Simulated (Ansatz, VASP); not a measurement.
# FeO in VASP and in Ansatz

The input INCAR:

```
PREC     = Accurate       # precision mode
ENCUT    = 520            # plane-wave cutoff, eV
EDIFF    = 1E-7           # SCF threshold, eV
ISMEAR   = -1             # smearing method
SIGMA    = 0.05           # smearing width, eV
LREAL    = False          # projectors in reciprocal space
LASPH    = True           # aspherical terms in the spheres
NELM     = 120            # most SCF steps
ALGO     = Normal         # electronic algorithm
ISIF     = 2              # what is computed and relaxed
LWAVE    = False          # write WAVECAR
LCHARG   = False          # write CHGCAR
ISPIN    = 2              # spin polarisation
MAGMOM   = 3 0            # initial moments
LORBIT   = 11             # projections on sites
LMAXMIX  = 4              # l up to which the mixer works
GGA      = PS             # functional
NBANDS   = 18             # bands
```

The input KPOINTS:

```
regular mesh
0
Gamma
  11 11 11
```

Contents of POSCAR:

```
FeO
1.0
    0.0000000000      2.1554000000      2.1554000000
    2.1554000000      0.0000000000      2.1554000000
    2.1554000000      2.1554000000      0.0000000000
Fe O
1 1
Direct
    0.0000000000      0.0000000000      0.0000000000
    0.5000000000      0.5000000000      0.5000000000
```

File input.yaml:

```yaml
crystal:
  lattice:
    - [0.0, 2.1554, 2.1554]
    - [2.1554, 0.0, 2.1554]
    - [2.1554, 2.1554, 0.0]
  atoms:
    - { symbol: Fe, position: [0.0, 0.0, 0.0], spin: 3.0 }
    - { symbol: O, position: [0.5, 0.5, 0.5] }
hamiltonian:
  xc: pbesol
  pseudopotentials: { kind: paw }
magnetization:
  spin_polarized: true
kpoints:
  mp_grid: { grid: [11, 11, 11] }
scf:
  occupations: { method: fermi_dirac, width: 0.05 }
output:
  forces: true
  stress: true
  eigenvalues: true
  write_density: true
  write_potential: true
  elf: true
  volumetric_format: npy
```

Alike in both runs: task single point; functional PBEsol; k mesh 11 × 11 × 11; occupations fermi-dirac, width 0.05 eV; collinear spin, ferromagnetic start.

|  | VASP | Ansatz |
| --- | --- | --- |
| version | VASP 6.6.1 | Ansatz 0.2.0 |
| potentials or method | VASP PAW PBE potentials, release 64 (Fe, O) | Ansatz PAW |
| plane-wave cutoff (eV) | 520 | 420 |
| valence electrons in the cell | 14 | 22 |

VASP gave:

* gap on the k mesh at the Fermi level (eV): none
* pressure (GPa): -8.2
* net moment per atom (μB): 2.00
* size of the moment on the site where the two differ most (μB): 3.61

Task: What did Ansatz give for the same quantities?

Result: gap on the k mesh at the Fermi level (eV): none; pressure (GPa): -8.5; net moment per atom (μB): 2.00; size of the moment on the site where the two differ most (μB): 3.44.

VASP's potentials were made for PBE, not for PBEsol. Site moments also hang on the region over which each program counts them. A gap of «none» marks a metal or a gap that the smearing closes. VASP's potentials hold 14 valence electrons a cell and Ansatz's 22, so a difference there can come from the potentials and not from the codes.
